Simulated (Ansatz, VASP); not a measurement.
## Two plane-wave programs on NaCl

File INCAR:

```
PREC = Accurate
ENCUT = 500
EDIFF = 1E-6
ISMEAR = 0
SIGMA = 0.01
LREAL = F
LASPH = T
NELM = 120
ALGO = Normal
ISIF = 2
LWAVE = F
LCHARG = T
GGA = CA
LELF = T
LVHAR = T
NBANDS = 14
GGA_COMPAT = F
```

KPOINTS

```
Automatic mesh
0
Gamma
  4 4 4
```

The input POSCAR:

```
NaCl
1.0
    0.0000000000      2.8026988303      2.8026988303
    2.8026988303      0.0000000000      2.8026988303
    2.8026988303      2.8026988303      0.0000000000
Na Cl
1 1
Direct
    0.0000000000      0.0000000000      0.0000000000
    0.5000000000      0.5000000000      0.5000000000
```

Input for Ansatz:

```yaml
crystal:
  lattice:
    - [0.0, 2.8026988303, 2.8026988303]
    - [2.8026988303, 0.0, 2.8026988303]
    - [2.8026988303, 2.8026988303, 0.0]
  atoms:
    - { symbol: Na, position: [0.0, 0.0, 0.0] }
    - { symbol: Cl, position: [0.5, 0.5, 0.5] }
kpoints:
  mp_grid: { grid: [4, 4, 4] }
hamiltonian:
  xc: lda
scf:
  occupations: { method: fixed }
output:
  optics:
    e_range: [2, 15]
    de: 0.05
    sigma: 0.4
    scissors: 0
    scheme: fermi_dirac
    bands: scf
```

Alike in both runs: task single point; functional LDA; k mesh 4 × 4 × 4; no spin polarisation.

|  | VASP | Ansatz |
| --- | --- | --- |
| version | VASP 6.6.1 | Ansatz 0.2.0 |
| potentials or method | VASP PAW LDA potentials, release 64 (Na_pv, Cl) | plane waves, PAW |
| plane-wave cutoff (eV) | 500 | 420 |
| occupations | gaussian, width 0.01 eV | fixed |
| valence electrons in the cell | 14 | 16 |

|  | VASP | Ansatz | Ansatz less VASP |
| --- | --- | --- | --- |
| gap on the k mesh at the Fermi level (eV) | 4.77 | 4.76 | -0.006 |

LDA's correlation is that of Perdew and Zunger in VASP and of Perdew and Wang (1992) in Ansatz. VASP's potentials hold 14 valence electrons a cell and Ansatz's 16, so a difference there can come from the potentials and not from the codes.

The k mesh is coarse, so the values compare programs but aren't converged.
